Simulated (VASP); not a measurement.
C: single point with PBE

Crystal: C.

```
C
1.0
     0.00000    1.78579    1.78579
     1.78579    0.00000    1.78579
     1.78579    1.78579    0.00000
C
2
Direct
  0.00000 0.00000 0.00000
  0.25000 0.25000 0.25000
```

```json
{
  "Program": "VASP 6.6.1",
  "Task": "single point",
  "Functional": "PBE",
  "Potentials or basis": "VASP PAW PBE potentials, release 64 (C)",
  "Cutoff": "600 eV",
  "k mesh": "12 × 12 × 12",
  "Occupations": "gaussian, width 0.02 eV",
  "Spin": "no spin polarisation"
}
```

```
Pressure               : 0.0 GPa
Band gap on the k mesh : 4.14 eV, indirect (least direct gap 5.58 eV)
```

Levels at points of the mesh, in eV from the valence-band top:
```tsv
k point	band 1	band 2	band 3	band 4	band 5	band 6	band 7	band 8
(0.00, 0.00, 0.00)	-21.42	0.00	0.00	0.00	5.58	5.58	5.58	13.24
(0.50, 0.00, 0.00)	-15.67	-13.33	-2.79	-2.79	8.44	8.44	8.79	15.66
(0.50, 0.50, 0.00)	-12.74	-12.74	-6.27	-6.27	4.75	4.75	16.74	16.74
```

Wall time 8.3 s on 1 thread of Intel(R) Xeon(R) Platinum 8488C (Sapphire Rapids) (shared host), peak memory 0.12 GiB.

A k mesh can miss the band edges.
